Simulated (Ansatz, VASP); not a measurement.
## H: VASP beside Ansatz

```
H
1.0
     7.17722    0.00000    0.00000
     0.00000    7.18693    0.00000
     0.00000    0.00000    7.20815
H
8
Direct
  0.36553 0.72174 0.64726
  0.86553 0.77826 0.35274
  0.63447 0.22174 0.85274
  0.13447 0.27826 0.14726
  0.64452 0.14926 0.78027
  0.14452 0.35074 0.21973
  0.35548 0.64926 0.71973
  0.85548 0.85074 0.28027
```

Alike in both runs: task single point; functional PBE; k mesh 4 × 4 × 4; occupations gaussian, width 0.1 eV; no spin polarisation.

|  | VASP | Ansatz |
| --- | --- | --- |
| version | VASP 6.6.1 | Ansatz 0.2.0 |
| potentials or method | VASP PAW PBE potentials, release 64 (H), cutoff 520 eV | scalar-relativistic, plane waves, PAW |
| valence electrons in the cell | 8 | 8 |

|  | VASP | Ansatz | Ansatz less VASP |
| --- | --- | --- | --- |
| gap on the k mesh at the Fermi level (eV) | 9.79 | 9.79 | +0.002 |
| least direct gap on the mesh (eV) | 9.79 | 9.79 | +0.002 |
| pressure (GPa) | 0.1 | 0.1 | +0.06 |
| traceless stress, the component that is largest in VASP (GPa) | -0.13 | -0.14 | -0.010 |
| rms of the force components (eV/Å) | 0.184 | 0.192 | +0.0077 |

Atom by atom the forces differ by 0.008 eV/Å (rms over components). The functional is the same, so the differences come from potentials, cutoffs and numerics.
